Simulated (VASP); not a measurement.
**Cs3KSb: single point with PBE**

Crystal: Cs3KSb.

```xyz
5
Lattice="5.5453 0.0000 0.0000 0.0000 5.5453 0.0000 0.0000 0.0000 5.6148" Properties=species:S:1:pos:R:3 pbc="T T T"
K     0.0000    0.0000    0.0000
Cs    2.7727    2.7727    5.4745
Cs    0.0000    2.7727    2.7232
Cs    2.7727    0.0000    2.7232
Sb    2.7727    2.7727    2.8916
```

```
Program                : VASP 6.6.1
Task                   : single point
Functional             : PBE
Potentials or basis    : VASP PAW PBE potentials, release 64 (K_sv, Cs_sv, Sb)
Cutoff                 : 520 eV
k mesh                 : 4 × 4 × 4
Occupations            : gaussian, width 0.1 eV
Spin                   : no spin polarisation
Dipole correction      : no
Further INCAR settings : ALGO = Normal; EDIFF = 1e-06; NBANDS = 28
```

The pressure is 27.7 GPa and the largest force is 5.166 eV/Å. The band gap on the k mesh is zero (an odd number of electrons rules out a gap without spin polarisation).

Forces on the atoms (eV/Å):
```
K    0.000  0.000 -0.079
Cs   0.000  0.000  5.166
Cs   0.000  0.000 -0.748
Cs   0.000  0.000 -0.748
Sb   0.000  0.000 -3.592
```

Stress tensor (GPa, compression positive):
```
27.20  0.00  0.00
 0.00 27.20  0.00
 0.00  0.00 28.80
```

Levels at points of the mesh, in eV from the Fermi level:
| k point | band 16 | band 17 | band 18 | band 19 | band 20 | band 21 | band 22 | band 23 | band 24 | band 25 |
| --- | --- | --- | --- | --- | --- | --- | --- | --- | --- | --- |
| (0.00, 0.00, 0.00) | -9.83 | -9.47 | -2.06 | -0.30 | -0.29 | -0.27 | -0.27 | -0.12 | 1.99 | 2.15 |
| (0.50, 0.00, 0.00) | -9.93 | -6.85 | -2.20 | -0.46 | -0.29 | 0.11 | 0.85 | 1.14 | 1.15 | 1.40 |
| (0.50, 0.50, 0.00) | -9.49 | -5.32 | -2.74 | -2.74 | 0.14 | 0.38 | 0.95 | 0.95 | 0.99 | 2.02 |
| (0.00, 0.00, 0.50) | -9.92 | -7.09 | -2.01 | -0.50 | -0.32 | 0.38 | 0.75 | 0.75 | 1.11 | 1.50 |
| (0.50, 0.00, 0.50) | -9.51 | -5.50 | -2.71 | -2.58 | 0.15 | 0.39 | 0.91 | 0.92 | 1.05 | 2.00 |
| (0.50, 0.50, 0.50) | -9.49 | -4.05 | -3.27 | -3.27 | -3.13 | -1.07 | 1.34 | 1.34 | 1.43 | 2.62 |

Wall time 120 s on 1 thread of Oxide Virtual Turin-like Processor, on a shared host, peak memory 0.25 GiB.

Caveat: the cell stands under pressure; spin-orbit coupling is left out, which moves the levels of the heavy elements; forces of over 1 eV/Å act on the atoms, so gaps and moduli don't describe the material at rest.
